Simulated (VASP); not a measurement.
Write the native input for VASP 6.6.1 that does the following.

```
Task                   : single point
Functional             : PBE
Potentials or basis    : VASP PAW PBE potentials, release 64 (Ti_sv, Al)
Cutoff                 : 520 eV
k mesh                 : 4 × 4 × 4, shifted
Occupations            : gaussian, width 0.1 eV
Spin                   : no spin polarisation
Dipole correction      : no
Further INCAR settings : LREAL = Auto; ALGO = Normal; EDIFF = 1e-06; NBANDS = 70
```

The structure of Ti5Al16 (a cell with a defect) lies in POSCAR:

```
Ti5Al16
1.0
   -5.7680202884     -1.9226734295      4.3114047960
   -1.9226734295      5.7680202884     -4.3114047960
    1.9226734295     -5.7680202884     -4.3114047960
Ti Al
5 16
Direct
    0.3416311319      0.5708602894      0.7816279080
    0.0585594507      0.0399750054      0.0293892763
    0.2000132181      0.7978794178      0.3978412792
    0.8161122300      0.2047816069      0.5965839215
    0.5842127856      0.3806609020      0.1888369582
    0.8123102842      0.6981192615      0.1532826897
    0.4085510768      0.0804942389      0.2991017744
    0.5877490075      0.9412532160      0.6857382687
    0.2001040812      0.2973009881      0.8973875042
    0.9917491815      0.4906102515      0.4720108370
    0.7001041775      0.0548224883      0.1548431663
    0.3126895035      0.4634111439      0.3662497658
    0.5035130694      0.2686205498      0.7557072207
    0.0876351113      0.6536840096      0.9509399509
    0.8966722448      0.8522516812      0.5651127987
    0.4933748423      0.7402191418      0.2422375890
    0.1024430343      0.1433949090      0.4450106130
    0.2977716295      0.9426546694      0.8410658104
    0.9068200940      0.3489296725      0.0469499962
    0.7002624988      0.4897522091      0.5897750716
    0.6999757626      0.7584358344      0.8582158579
```

One way to write it, as run:

INCAR

```
PREC = Accurate ; ENCUT = 520
EDIFF = 1E-6 ; ISMEAR = 0
SIGMA = 0.1 ; LREAL = Auto
LASPH = T ; NELM = 100
ALGO = Normal ; ISIF = 2
LWAVE = F ; LCHARG = F
GGA = PE ; NBANDS = 70
```

KPOINTS

```
Automatic mesh
0
Gamma
  4 4 4
  0.5 0.5 0.5
```

Potentials or basis: VASP PAW PBE potentials, release 64 (Ti_sv, Al).

Command:

```bash
$ cat potpaw_PBE.64/Ti_sv/POTCAR potpaw_PBE.64/Al/POTCAR > POTCAR
$ mpirun -np 1 vasp_std > vasp.out
```

It gave:

```
Pressure               : 10.3 GPa
Largest force          : 0.331 eV/Å
Band gap on the k mesh : zero (bands 54 and 55 overlap by 0.11 eV)
```

Run time: 17 min on 1 thread of Intel(R) Xeon(R) Platinum 8488C (Sapphire Rapids) (shared host), peak memory 0.68 GiB.
